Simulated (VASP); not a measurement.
Runs of VASP 6.6.1 on ZrB2. The structure is that of space group P6/mmm (No. 191), or close to it. The cells are those of the table. 

| cell | k mesh | smearing | gap on the mesh (eV) | pressure (GPa) |
| --- | --- | --- | --- | --- |
| a = 3.959, b = 3.959, c = 3.616 Å, angles 90.0, 90.0, 120.0°, 3 atoms | 7 × 7 × 5 | gaussian 0.2 eV | none | 0.1 |
| a = 3.942, b = 3.942, c = 3.640 Å, angles 90.0, 90.0, 120.0°, 3 atoms | 6 × 6 × 6 | gaussian 0.2 eV | none | 0.2 |
| a = 3.172, b = 3.172, c = 3.540 Å, angles 90.0, 90.0, 120.0°, 3 atoms | 7 × 7 × 6 | gaussian 0.2 eV | none | 0.2 |
| a = 3.171, b = 3.171, c = 3.539 Å, angles 90.0, 90.0, 120.0°, 3 atoms | 6 × 6 × 6 | gaussian 0.1 eV | none | 0.6 |
| a = 3.176, b = 3.176, c = 3.536 Å, angles 90.0, 90.0, 120.0°, 3 atoms | 6 × 6 × 8 | gaussian 0.2 eV | none | (a) |

Alike in all rows: task single point; level PBE; potentials or basis VASP PAW PBE potentials, release 64 (Zr_sv, B); no spin polarisation; cutoff (eV) 500.

Problem. Estimate the missing entries.

Solution. (a) -0.1.

Caveats: some runs use coarse meshes.

A k mesh can miss the band edges, and the runs leave out spin-orbit coupling on Zr.

A gap of «none» marks levels without a gap at the run's occupations.
